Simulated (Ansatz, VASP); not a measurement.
C: VASP beside Ansatz

```
C
1.0
     4.26985    0.00000    0.00000
    -2.13493    3.69780    0.00000
     0.00000    0.00000    5.03831
C
10
Cartesian
  0.9036 0.5217 3.7787
  1.2313 3.1761 1.2596
  2.1349 2.6544 3.7787
  0.0000 1.0434 1.2596
  3.3663 0.5217 3.7787
  -1.2313 3.1761 1.2596
  2.1349 1.2326 3.7787
  0.0000 2.4652 1.2596
  0.0000 0.0000 0.0000
  0.0000 0.0000 2.5192
```

Alike in both runs: functional PBE; k mesh 12 × 12 × 8; occupations gaussian, width 0.1 eV; no spin polarisation.

Ansatz relaxed the structure, and its values are those at the end. VASP's run is a single point on that final structure, the one shown.

|  | VASP | Ansatz |
| --- | --- | --- |
| version | VASP 6.6.1 | Ansatz 0.2.0 |
| potentials or method | VASP PAW PBE potentials, release 64 (C), cutoff 520 eV | scalar-relativistic, plane waves, PAW |
| valence electrons in the cell | 40 | 40 |

|  | VASP | Ansatz | Ansatz less VASP |
| --- | --- | --- | --- |
| gap on the k mesh at the Fermi level (eV) | none | none | - |
| pressure (GPa) | 0.2 | 0.0 | -0.20 |
| rms of the force components (eV/Å) | 0.006 | 0.002 | -0.0041 |

A gap of «none» marks a metal or a gap that the smearing closes.
